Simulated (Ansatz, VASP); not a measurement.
## One calculation of Li5Cl3, two programs

Contents of INCAR:

```
SYSTEM = Li5Cl3
PREC = Accurate
ENCUT = 600
EDIFF = 1E-6
ISMEAR = 0
SIGMA = 0.1
LREAL = .FALSE.
LASPH = .TRUE.
NELM = 60
ALGO = Normal
ISIF = 3
LWAVE = .FALSE.
LCHARG = .FALSE.
GGA = PE
IBRION = 2
NSW = 90
EDIFFG = -0.04
```

The input KPOINTS:

```
regular mesh
0
G
  6 6 4
  0 0 0
```

Contents of POSCAR:

```
Li5Cl3
1.0
    5.3630015000      0.0000000000      0.0000000000
   -2.6815007500      4.6444955400      0.0000000000
    0.0000000000      0.0000000000      6.8069781700
Li Cl
5 3
Direct
    0.5000000000      0.0000000000      0.0000000000
    0.0000000000      0.5000000000      0.0000000000
    0.5000000000      0.5000000000      0.0000000000
    0.0000000000      0.0000000000      0.1754526100
    0.0000000000      0.0000000000      0.8245473900
    0.5000000000      0.0000000000      0.5000000000
    0.0000000000      0.5000000000      0.5000000000
    0.5000000000      0.5000000000      0.5000000000
```

Input for Ansatz:

```yaml
crystal:
  lattice:
    - [5.3630015, 0.0, 0.0]
    - [-2.68150075, 4.64449554, 0.0]
    - [0.0, 0.0, 6.80697817]
  atoms:
    - { symbol: Li, position: [0.5, 0.0, 0.0] }
    - { symbol: Li, position: [0.0, 0.5, 0.0] }
    - { symbol: Li, position: [0.5, 0.5, 0.0] }
    - { symbol: Li, position: [0.0, 0.0, 0.17545261] }
    - { symbol: Li, position: [0.0, 0.0, 0.82454739] }
    - { symbol: Cl, position: [0.5, 0.0, 0.5] }
    - { symbol: Cl, position: [0.0, 0.5, 0.5] }
    - { symbol: Cl, position: [0.5, 0.5, 0.5] }
basis:
  ecutwfc: 420
kpoints:
  mp_grid: { grid: [6, 6, 4] }
hamiltonian:
  xc: pbe
scf:
  occupations: { method: gaussian, width: 0.1 }
  lower_state_search: "off"
output:
  forces: true
  stress: true
  eigenvalues: true
relax:
  adjacent_minimum: "off"
  f_tol: 0.04
  max_steps: 70
  cell: { stress_tol: 0.4 }
```

Alike in both runs: task relaxation of cell and atoms; functional PBE; k mesh 6 × 6 × 4; occupations gaussian, width 0.1 eV; no spin polarisation.

|  | VASP | Ansatz |
| --- | --- | --- |
| version | VASP 6.6.1 | Ansatz 0.2.0 |
| potentials or method | VASP PAW PBE potentials, release 64 (Li_sv, Cl), cutoff 600 eV | scalar-relativistic, plane waves, PAW |
| valence electrons in the cell | 36 | 36 |

```csv
,VASP,Ansatz,Ansatz less VASP
"gap on the k mesh at the Fermi level, each at its own relaxed structure (eV)",0.19,0.16,-0.036
relaxed volume (Å³/atom),22.80,29.47,+6.674
relaxed length of the cell vector where the two differ most in proportion (Å),6.755,7.740,+0.9848
```

One of these differences is far larger than is usual between the two programs; its cause wasn't traced.

Noted on VASP's run: the cutoff is under 1.25 times that of the potentials, so the pressure is a little rough.
